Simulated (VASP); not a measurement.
# GaS2 (P-3m1) in VASP: single point with PBE

Aim: the single point of GaS2 with PBE.

Everything below comes from runs of VASP 6.6.1. Logs are shortened: lines on timing, memory, paths and dates and some standing lists are left out, and cuts for length are marked.

## Step 1: The cell of the first run

It takes space group P-3m1 (No. 164, trigonal). Conventional cell: a = 3.351 Å, b = 3.351 Å, c = 7.209 Å, α = 90.00°, β = 90.00°, γ = 120.00°. Ga (site symmetry -3m) has 6 S at 2.45 Å within 3.2 Å. S (site symmetry 3m) has 3 Ga at 2.45 Å within 3.2 Å.

## Step 2: Single point, PBE

File POSCAR:

```
GaS2
1.0
    3.3509224464      0.0000000000      0.0000000000
   -1.6754612232      2.9019839647      0.0000000000
    0.0000000000      0.0000000000      7.2089415079
Ga S
1 2
Direct
    0.0000000000      0.0000000000      0.0000000000
    0.3333333333      0.6666666667      0.2083157486
    0.6666666667      0.3333333333      0.7916842514
```

File INCAR.step1:

```
SYSTEM = GaS2
PREC     = Accurate       ! precision mode
ENCUT    = 520            ! plane-wave cutoff, eV
EDIFF    = 1E-7           ! SCF threshold, eV
ISMEAR   = 0              ! smearing method
SIGMA    = 0.1            ! smearing width, eV
LREAL    = .False.        ! projectors in reciprocal space
LASPH    = .True.         ! aspherical terms in the spheres
NELM     = 80             ! most SCF steps
ALGO     = Normal         ! electronic algorithm
ISIF     = 2              ! what is computed and relaxed
LWAVE    = .False.        ! write WAVECAR
LCHARG   = .True.         ! write CHGCAR
GGA      = PE             ! functional
NBANDS   = 20             ! bands
```

File KPOINTS.step1:

```
regular mesh
0
Gamma
  18 18 8
  0 0 0
```

File INCAR.step2:

```
SYSTEM = GaS2
PREC     = Accurate       ! precision mode
ENCUT    = 520            ! plane-wave cutoff, eV
EDIFF    = 1E-7           ! SCF threshold, eV
ISMEAR   = -5             ! smearing method
SIGMA    = 0.1            ! smearing width, eV
LREAL    = .False.        ! projectors in reciprocal space
LASPH    = .True.         ! aspherical terms in the spheres
NELM     = 80             ! most SCF steps
ALGO     = Normal         ! electronic algorithm
ISIF     = 2              ! what is computed and relaxed
LWAVE    = .False.        ! write WAVECAR
LCHARG   = .False.        ! write CHGCAR
GGA      = PE             ! functional
LORBIT   = 10             ! projections on sites
NEDOS    = 2001           ! points of the DOS
ICHARG   = 11             ! starting density
```

File KPOINTS.step2:

```
regular mesh
0
Gamma
  27 27 12
  0 0 0
```

Potentials or basis: VASP PAW PBE potentials, release 64 (Ga_d, S).

Started as:

```
$ cat potpaw_PBE.64/Ga_d/POTCAR potpaw_PBE.64/S/POTCAR > POTCAR
$ cp INCAR.step1 INCAR
$ cp KPOINTS.step1 KPOINTS
$ mpirun -np 1 vasp_std > vasp.out
$ cp INCAR.step2 INCAR
$ cp KPOINTS.step2 KPOINTS
$ mpirun -np 1 vasp_std > vasp.out
```

OUTCAR:

```text
SYSTEM = GaS2
   PREC = Accurate
   ENCUT = 520
   EDIFF = 1E-7
   ISMEAR = -5
   LREAL = .False.
   LASPH = .True.
   NELM = 80
   ISIF = 2
   GGA = PE
   LORBIT = 10
   ICHARG = 11

 ion  position               nearest neighbor table
   1  0.000  0.000  0.000-   2 2.45   3 2.45   3 2.45   2 2.45   3 2.45   2 2.45
   2  0.333  0.667  0.208-   1 2.45   1 2.45   1 2.45
   3  0.667  0.333  0.792-   1 2.45   1 2.45   1 2.45

  LATTYP: Found a hexagonal cell.
 ALAT       =     3.3509224464
 C/A-ratio  =     2.1513304540

  Lattice vectors:

 A1 = (   3.3509224464,   0.0000000000,   0.0000000000)
 A2 = (  -1.6754612232,   2.9019839647,   0.0000000000)
 A3 = (   0.0000000000,   0.0000000000,   7.2089415079)

Analysis of symmetry for initial positions (statically):
=====================================================================
 Subroutine PRICEL returns:
 Original cell was already a primitive cell.

 Routine SETGRP: Setting up the symmetry group for a
 hexagonal supercell.

 Subroutine GETGRP returns: Found 12 space group operations
 (whereof 12 operations were pure point group operations)
 out of a pool of 24 trial point group operations.

The static configuration has the point symmetry D_3d.

Analysis of symmetry for dynamics (positions and initial velocities):
=====================================================================
 Subroutine PRICEL returns:
 Original cell was already a primitive cell.

 Routine SETGRP: Setting up the symmetry group for a
 hexagonal supercell.

 Subroutine GETGRP returns: Found 12 space group operations
 (whereof 12 operations were pure point group operations)
 out of a pool of 24 trial point group operations.

The dynamic configuration has the point symmetry D_3d.

 Subroutine INISYM returns: Found 12 space group operations
 (whereof 12 operations are pure point group operations),
 and found     1 'primitive' translations

----------------------------------------------------------------------------------------

                                     Primitive cell

  volume of cell :      70.1021

  direct lattice vectors                    reciprocal lattice vectors
     3.350922446  0.000000000  0.000000000     0.298425289  0.172295921  0.000000000
    -1.675461223  2.901983965  0.000000000     0.000000000  0.344591842  0.000000000
     0.000000000  0.000000000  7.208941508     0.000000000  0.000000000  0.138716620

  length of vectors
     3.350922446  3.350922446  7.208941508     0.344591842  0.344591842  0.138716620

  position of ions in fractional coordinates (direct lattice)
     0.000000000  0.000000000  0.000000000
     0.333333333  0.666666667  0.208315749
     0.666666667  0.333333333  0.791684251

  ion indices of the primitive-cell ions
   primitive index   ion index
                 1           1
                 2           2
                 3           3

----------------------------------------------------------------------------------------

 KPOINTS: regular mesh

Automatic generation of k-mesh.
 Grid dimensions read from file:
 generate k-points for:   27   27   12

 Generating k-lattice:

  Cartesian coordinates                     Fractional coordinates (reciprocal lattice)
     0.011052788  0.006381330  0.000000000     0.037037037  0.000000000  0.000000000
     0.000000000  0.012762661  0.000000000     0.000000000  0.037037037  0.000000000
     0.000000000  0.000000000  0.011559718     0.000000000  0.000000000  0.083333333

  Length of vectors
     0.012762661  0.012762661  0.011559718

  Shift w.r.t. Gamma in fractional coordinates (k-lattice)
     0.000000000  0.000000000  0.000000000

 TETIRR: Found  12968 inequivalent tetrahedra from    52488

 Subroutine IBZKPT returns following result:
 ===========================================

 Found    830 irreducible k-points:

 Following reciprocal coordinates:
            Coordinates               Weight
  0.000000  0.000000  0.000000      1.000000
  0.037037  0.000000  0.000000      6.000000
  0.074074  0.000000  0.000000      6.000000
  0.111111  0.000000  0.000000      6.000000
  0.148148  0.000000  0.000000      6.000000
  0.185185  0.000000  0.000000      6.000000
[... 16 lines left out ...]
  0.333333  0.037037  0.000000     12.000000
  0.370370  0.037037  0.000000     12.000000
 [... further k-points ...]
   k-points           NKPTS =    830   k-points in BZ     NKDIM =    830   number of bands    NBANDS=     16
   number of dos      NEDOS =   2001   number of ions     NIONS =      3
   total plane-waves  NPLWV =  42336
   dimension x,y,z NGX =    28 NGY =   28 NGZ =   54
   dimension x,y,z NGXF=    56 NGYF=   56 NGZF=  108
   ions per type =               1   2
   NGX,Y,Z   is equivalent  to a cutoff of  13.89, 13.89, 12.45 a.u.
   NGXF,Y,Z  is equivalent  to a cutoff of  27.78, 27.78, 24.91 a.u.
 SYSTEM =  GaS2
   PREC   = accura    normal or accurate (medium, high low for compatibility)
   ISTART =      0    job   : 0-new  1-cont  2-samecut
   ICHARG =     11    charge: 1-file 2-atom 10-const
   ISPIN  =      1    spin polarized calculation?
   LNONCOLLINEAR =      F non collinear calculations
   LSORBIT =      F    spin-orbit coupling
   LASPH  =      T    aspherical Exc in radial PAW
   ENCUT  =  520.0 eV  38.22 Ry    6.18 a.u.   6.23  6.23 13.40*2*pi/ulx,y,z
   NELM   =     80;   NELMIN=  2; NELMDL=  0     # of ELM steps
   EDIFF  = 0.1E-06   stopping-criterion for ELM
   LREAL  =      F    real-space projection
   EDIFFG = 0.1E-05   stopping-criterion for IOM
   NSW    =      0    number of steps for IOM
   IBRION =     -1    ionic relax: 0-MD 1-quasi-New 2-CG
   NFREE  =      0    steps in history (QN), initial steepest desc. (CG)
   ISIF   =      2    stress and relaxation
   ISYM   =      2    0-nonsym 1-usesym 2-fastsym
   POTIM  = 0.5000    time-step for ionic-motion
   TEBEG  =    0.0;   TEEND  =   0.0 temperature during run
   PSTRESS=    0.0 pullay stress
   NELECT =      25.0000    total number of electrons
   NUPDOWN=      -1.0000    fix difference up-down
   EMIN   =  10.00;   EMAX   =-10.00  energy-range for DOS
   EFERMI =   0.00;   METHOD = LEGACY
   ISMEAR =    -5;   SIGMA  =   0.10  broadening in eV -4-tet -1-fermi 0-gaus
   EFERMI_NEDOS =   21; number of points for ismear=-14 and -15
   IALGO  =     38    algorithm
   IMIX   =      4    mixing-type and parameters
     AMIX     =   0.40;   BMIX     =  1.00
     AMIX_MAG =   1.60;   BMIX_MAG =  1.00
  volume/ion in A,a.u.               =      23.37       157.69
  Fermi-wavevector in a.u.,A,eV,Ry     =   1.160944  2.193866 18.337804  1.347791
  Thomas-Fermi vector in A             =   2.297521
   LORBIT       =     10    0 simple, 1 ext, 2 COOP (PROOUT), +10 PAW based schemes
   GGA     = PE    functional components
   LHFCALC =     F    Hartree Fock is set to
   AEXX    =    0.0000 exact exchange contribution
   IVDW    =     0    specifies the selected vdW correction
   LEPSILON=     F    determine dielectric tensor
   LRPA    =     F    only Hartree local field effects (RPA)
 non-spin polarized calculation
 Fermi weights with tetrahedron method with Bloechl corrections
  energy-cutoff  :      520.00
  volume of cell :       70.10
 maximum number of plane-waves:      1916
 NGX is ok and might be reduce to    28

 number of electron      25.0000000 magnetization

 Free energy of the ion-electron system (eV)
  ---------------------------------------------------
  ext. energy  EPLUGINS =         0.00000000
  ---------------------------------------------------
  free energy    TOTEN  =       -11.58583838 eV

  energy without entropy =      -11.58583838  energy(sigma->0) =      -11.58583838

 E-fermi :   2.0713     XC(G=0):  -8.8191

 val. band max:        2.1087634458   @ k =   0.0370   0.0370   0.2500
 cond. band min:       2.0593784237   @ k =   0.1481   0.1111   0.3333
 fundamental gap:     -0.0493850221
 Fermi energy:         2.0713081012

 k-point     1 :       0.0000    0.0000    0.0000
  band No.  band energies     occupation
      1     -11.9894      2.00000
      2     -11.9894      2.00000
      3     -11.9398      2.00000
      4     -11.8847      2.00000
      5     -11.8847      2.00000
      6     -11.7503      2.00000
[... 8 lines left out ...]
     15       7.9941      0.00000
     16       9.2720      0.00000

 k-point     2 :       0.0370    0.0000    0.0000
  band No.  band energies     occupation
      1     -11.9944      2.00000
      2     -11.9883      2.00000
      3     -11.9370      2.00000
      4     -11.8872      2.00000
      5     -11.8847      2.00000
      6     -11.7340      2.00000
[... 8 lines left out ...]
     15       8.0940      0.00000
     16       9.0739      0.00000

 k-point     3 :       0.0741    0.0000    0.0000
  band No.  band energies     occupation
      1     -12.0099      2.00000
      2     -11.9851      2.00000
      3     -11.9302      2.00000
      4     -11.8932      2.00000
      5     -11.8846      2.00000
      6     -11.6832      2.00000
[... 8 lines left out ...]
     15       8.3216      0.00000
     16       8.7785      0.00000

 k-point     4 :       0.1111    0.0000    0.0000
  band No.  band energies     occupation
      1     -12.0358      2.00000
      2     -11.9803      2.00000
      3     -11.9222      2.00000
      4     -11.9002      2.00000
      5     -11.8841      2.00000
      6     -11.5958      2.00000
[... 8 lines left out ...]
     15       8.2472      0.00000
     16       8.8756      0.00000

 k-point     5 :       0.1481    0.0000    0.0000
  band No.  band energies     occupation
      1     -12.0696      2.00000
      2     -11.9743      2.00000
      3     -11.9172      2.00000
      4     -11.9041      2.00000
      5     -11.8831      2.00000
      6     -11.4716      2.00000
[... 8 lines left out ...]
     15       7.9780      0.00000
     16       9.2251      0.00000

 k-point     6 :       0.1852    0.0000    0.0000
  band No.  band energies     occupation
      1     -12.1078      2.00000
      2     -11.9679      2.00000
      3     -11.9203      2.00000
      4     -11.8995      2.00000
      5     -11.8809      2.00000
      6     -11.3127      2.00000
[... 8 lines left out ...]
     15       7.8331      0.00000
     16       9.4820      0.00000
[... 267 lines left out ...]
 k-point    21 :       0.2593    0.0370    0.0000
  band No.  band energies     occupation
      1     -12.2020      2.00000
      2     -11.9601      2.00000
      3     -11.9347      2.00000
      4     -11.8807      2.00000
      5     -11.8676      2.00000
      6     -10.7731      2.00000
[... 8 lines left out ...]
     15       8.0246      0.00000
     16       9.2947      0.00000

 k-point    22 :       0.2963    0.0370    0.0000
  band No.  band energies     occupation
      1     -12.2343      2.00000
      2     -11.9579      2.00000
      3     -11.9404      2.00000
      4     -11.8730      2.00000
      5     -11.8607      2.00000
      6     -10.5265      2.00000
[... 8 lines left out ...]
     15       8.0804      0.00000
     16       9.0482      0.00000

 k-point    23 :       0.3333    0.0370    0.0000
  band No.  band energies     occupation
      1     -12.2618      2.00000
      2     -11.9568      2.00000
      3     -11.9453      2.00000
      4     -11.8658      2.00000
      5     -11.8537      2.00000
      6     -10.2721      2.00000
[... 8 lines left out ...]
     15       8.0858      0.00000
     16       8.8373      0.00000

 k-point    24 :       0.3704    0.0370    0.0000
  band No.  band energies     occupation
      1     -12.2838      2.00000
      2     -11.9564      2.00000
      3     -11.9495      2.00000
      4     -11.8596      2.00000
      5     -11.8474      2.00000
      6     -10.0248      2.00000
[... 8 lines left out ...]
     15       8.0545      0.00000
     16       8.6894      0.00000

 [... further k-points ...]
[... 5 lines left out ...]
  --------------------------------------------------------------------------------------
  -------------------------------------------------------------------------------------
  Total       -0.0387599     -0.0387599     -0.0389383     -0.0000000     -0.0000000      0.0000000
  in kB       -0.8858540     -0.8858540     -0.8899320     -0.0000000     -0.0000000      0.0000000
  external PRESSURE =      -0.8872134 kB  Pullay stress =       0.0000000 kB

 VOLUME and BASIS-vectors are now :
 -----------------------------------------------------------------------------
  energy-cutoff  :      520.00
  volume of cell :       70.10
      direct lattice vectors                 reciprocal lattice vectors
     3.350922446  0.000000000  0.000000000     0.298425289  0.172295921  0.000000000
    -1.675461223  2.901983965  0.000000000     0.000000000  0.344591842  0.000000000
     0.000000000  0.000000000  7.208941508     0.000000000  0.000000000  0.138716620

 POSITION                                       TOTAL-FORCE (eV/Angst)
 -----------------------------------------------------------------------------------
      0.00000      0.00000      0.00000         0.000000      0.000000      0.000000
     -0.00000      1.93466      1.50174         0.000000     -0.000000     -0.006736
      1.67546      0.96733      5.70721        -0.000000      0.000000      0.006736
 -----------------------------------------------------------------------------------
    total drift:                               -0.000000     -0.000000      0.000000

  FREE ENERGIE OF THE ION-ELECTRON SYSTEM (eV)
  ---------------------------------------------------
  free  energy   TOTEN  =       -11.5858383792 eV

  energy  without entropy=      -11.5858383792  energy(sigma->0) =      -11.58583838

 total charge

# of ion       s       p       d       tot
------------------------------------------
    1        0.779   0.715  10.070  11.564
    2        1.378   2.266   0.000   3.643
    3        1.378   2.266   0.000   3.643
--------------------------------------------------
tot          3.534   5.246  10.070  18.851
```

It took 6.8 min on 1 thread of Intel Xeon 6975P-C (Granite Rapids), shared host; peak memory 0.92 GiB.

What came out:

```
Valence electrons inside the program's atomic spheres : Ga 11.56; S 3.64
```

Caveat: this functional lacks dispersion, which binds the layers, so the pressure and a relaxed spacing across them are unreliable; tetrahedron occupations give inexact forces and stress in metals.
